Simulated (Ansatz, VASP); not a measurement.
# KI: VASP beside Ansatz

The input POSCAR:

```
KI
1.0
    0.2249856863      3.6072968856      3.6072968856
    3.6072968856      0.2249856863      3.6072968856
    3.6072968856      3.6072968856      0.2249856863
K I
1 1
Direct
    0.0000000000      0.0000000000      0.0000000000
    0.5000000000      0.5000000000      0.5000000000
```

File INCAR.step1:

```
SYSTEM = KI
ALGO = Normal
EDIFF = 1E-5
ENCUT = 520
GGA = PE
ISIF = 2
ISMEAR = 0
LASPH = .TRUE.
LCHARG = .FALSE.
LREAL = .FALSE.
LWAVE = .TRUE.
NBANDS = 15
NELM = 100
PREC = Accurate
SIGMA = 0.01
```

INCAR.step2

```
SYSTEM = KI
ALGO = Normal
EDIFF = 1E-6
ENCUT = 520
GGA = PE
HFSCREEN = 0.2079
ISIF = 2
ISMEAR = 0
ISTART = 1
LASPH = .TRUE.
LCHARG = .FALSE.
LHFCALC = .TRUE.
LREAL = .FALSE.
LWAVE = .FALSE.
NBANDS = 15
NELM = 100
PREC = Accurate
PRECFOCK = Normal
SIGMA = 0.01
```

File KPOINTS:

```
k-points
0
G
  4 4 4
  0 0 0
```

Input for Ansatz:

```yaml
crystal:
  lattice:
    - [0.2249856863, 3.6072968856, 3.6072968856]
    - [3.6072968856, 0.2249856863, 3.6072968856]
    - [3.6072968856, 3.6072968856, 0.2249856863]
  atoms:
    - { symbol: K, position: [0.0, 0.0, 0.0] }
    - { symbol: I, position: [0.5, 0.5, 0.5] }
kpoints:
  mp_grid: { grid: [4, 4, 4] }
  band_path:
    path:
      - [0.0, 0.0, 0.0]
      - [0.5, 0.0, 0.5]
      - [0.625, 0.25, 0.625]
      - [0.375, 0.375, 0.75]
      - [0.5, 0.5, 0.5]
      - [0.5, 0.25, 0.75]
    npoints: 1
hamiltonian:
  xc: hse06
scf:
  occupations: { method: fixed }
  n_extra_bands: 4
output:
  forces: true
  stress: true
  eigenvalues: true
  write_density: true
  write_potential: true
  elf: true
  volumetric_format: npy
```

Change from the starting cell: epitaxial_111 strain -4.6%.

Alike in both runs: task single point; functional HSE06; k mesh 4 × 4 × 4; no spin polarisation.

|  | VASP | Ansatz |
| --- | --- | --- |
| version | VASP 6.6.1 | Ansatz 0.2.0 |
| potentials or method | VASP PAW PBE potentials, release 64 (K_sv, I) | plane waves, PAW |
| plane-wave cutoff (eV) | 520 | 420 |
| occupations | gaussian, width 0.01 eV | fixed |
| valence electrons in the cell | 16 | 26 |

VASP gave:

* gap on the k mesh at the Fermi level (eV): 4.88
* pressure (GPa): 0.9
* traceless stress, the component that is largest in VASP (GPa): -0.28

Estimate Ansatz's values.

gap on the k mesh at the Fermi level (eV): 4.90; pressure (GPa): 0.9; traceless stress, the component that is largest in VASP (GPa): -0.29.

VASP's potentials hold 16 valence electrons a cell and Ansatz's 26, so a difference there can come from the potentials and not from the codes. Ansatz's warnings: stress exchange threshold loose, stress scf threshold loose.

Spin-orbit coupling is off throughout.
